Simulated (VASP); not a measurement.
The system is AlIn2As3.

```
CELL_PARAMETERS angstrom
-2.09500 6.28000 2.96000
2.09500 -6.28000 2.96000
2.09500 6.28000 -2.96000
ATOMIC_POSITIONS crystal
Al 0.00000 0.00000 0.00000
In 0.33330 0.00000 0.33330
In 0.66670 0.00000 0.66670
As 0.91670 0.75000 0.16670
As 0.58330 0.75000 0.83330
As 0.25000 0.75000 0.50000
```

| Item | Value |
| --- | --- |
| Program | VASP 6.6.1 |
| Task | relaxation of cell and atoms |
| Functional | PBE |
| Potentials or basis | VASP PAW PBE potentials, release 64 (Al, In_d, As) |
| Cutoff | 500 eV |
| k mesh | 5 × 5 × 5 |
| Occupations | gaussian, width 0.2 eV |
| Spin | no spin polarisation |

At the start: pressure 4.0 GPa; volume 25.96 Å³/atom.

Q: How do energy, volume and symmetry change on relaxing?

A: Over 8 steps the energy falls by 62.4 meV/atom and the volume is 27.41 Å³/atom (+5.6 %); space group Imm2 (No. 44, to 0.1 Å) before and after.

Step by step:
```
step  energy change (eV)  largest force (eV/Å)  pressure (GPa)  volume (Å³)
   1              0.0000                1.4672            4.00       155.77
   2             -0.2670                0.5914           -1.72       170.85
   3             -0.2696                0.6629           -1.27       169.31
   4             -0.3477                0.3607           -0.62       166.57
   5             -0.3718                0.1478            0.10       164.08
   6             -0.3718                0.1421            0.07       164.18
   7             -0.3742                0.0841           -0.02       164.40
   8             -0.3744                0.0722           -0.05       164.49
```

Final structure:
```
Al In As
1.0
    -2.13212    6.40094    3.01317
     2.13212   -6.40094    3.01317
     2.13212    6.40094   -3.01317
Al In As
1 2 3
Direct
  0.00089 0.00089 0.00000
  0.33436 0.99972 0.33464
  0.66508 0.99972 0.66536
  0.92081 0.76261 0.15820
  0.60441 0.76261 0.84180
  0.22444 0.72444 0.50000
```

Caveat: the relaxation stopped at a loose force limit of 0.08 eV/Å, so its end isn't a converged minimum.
